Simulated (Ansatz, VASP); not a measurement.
## Si4C in VASP and in Ansatz

```
Si C
1.0
     2.63294    1.52013    2.73614
    -2.63294    1.52013    2.73614
     0.00000   -3.04026    2.73614
Si C
4 1
Direct
  0.50000 0.50000 0.50000
  0.00000 0.00000 0.50000
  0.50000 0.00000 0.00000
  0.00000 0.50000 0.00000
  0.00000 0.00000 0.00000
```

Alike in both runs: functional PBE; k mesh 12 × 12 × 12; occupations gaussian, width 0.1 eV; no spin polarisation.

Ansatz relaxed the structure, and its values are those at the end. VASP's run is a single point on that final structure, the one shown.

|  | VASP | Ansatz |
| --- | --- | --- |
| version | VASP 6.6.1 | Ansatz 0.2.0 |
| potentials or method | VASP PAW PBE potentials, release 64 (Si, C), cutoff 520 eV | scalar-relativistic, plane waves, PAW |
| valence electrons in the cell | 20 | 20 |

```tsv
	VASP	Ansatz	Ansatz less VASP
gap on the k mesh at the Fermi level (eV)	none	none	-
pressure (GPa)	0.0	0.0	-0.01
```

A gap of «none» marks a metal or a gap that the smearing closes. With one functional, cell and mesh, what is left measures potentials, basis and numerics.
